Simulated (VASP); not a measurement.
Here is a VASP 6.6.1 calculation.

Contents of INCAR:

```
SYSTEM = PmBi
ALGO     = Normal         ! electronic algorithm
EDIFF    = 1E-6           ! SCF threshold, eV
ENCUT    = 600            ! plane-wave cutoff, eV
GGA      = PS             ! functional
GGA_COMPAT= .False.      
ISIF     = 2              ! what is computed and relaxed
ISMEAR   = 0              ! smearing method
ISPIN    = 2              ! spin polarisation
LASPH    = .True.         ! aspherical terms in the spheres
LCHARG   = .False.        ! write CHGCAR
LMAXMIX  = 6              ! l up to which the mixer works
LORBIT   = 11             ! projections on sites
LREAL    = .False.        ! projectors in reciprocal space
LWAVE    = .False.        ! write WAVECAR
MAGMOM   = 4.77 0         ! initial moments
NBANDS   = 26             ! bands
NELM     = 200            ! most SCF steps
PREC     = Accurate       ! precision mode
SIGMA    = 0.05           ! smearing width, eV
```

Contents of KPOINTS:

```
k-points
0
Gamma
  8 8 8
  0 0 0
```

Contents of POSCAR:

```
PmBi
1.0
    0.0000000000      3.2188488210      3.2188488210
    3.2188488210      0.0000000000      3.2188488210
    3.2188488210      3.2188488210      0.0000000000
Pm Bi
1 1
Direct
    0.5000000000      0.5000000000      0.5000000000
    0.0000000000      0.0000000000      0.0000000000
```

Potentials or basis: VASP PAW PBE potentials, release 64 (Pm, Bi_d).

The run is started by

```bash
$ cat potpaw_PBE.64/Pm/POTCAR potpaw_PBE.64/Bi_d/POTCAR > POTCAR
$ mpirun -np 1 vasp_std > vasp.out
```

(1) What does it give for the site moments?

(2) What does it give for the net moment?

## Answers

(1) Pm +4.28; Bi -0.09 μB.

(2) 4.29 μB per cell.

Caveat: the magnetic or orbital state may not be the lowest.
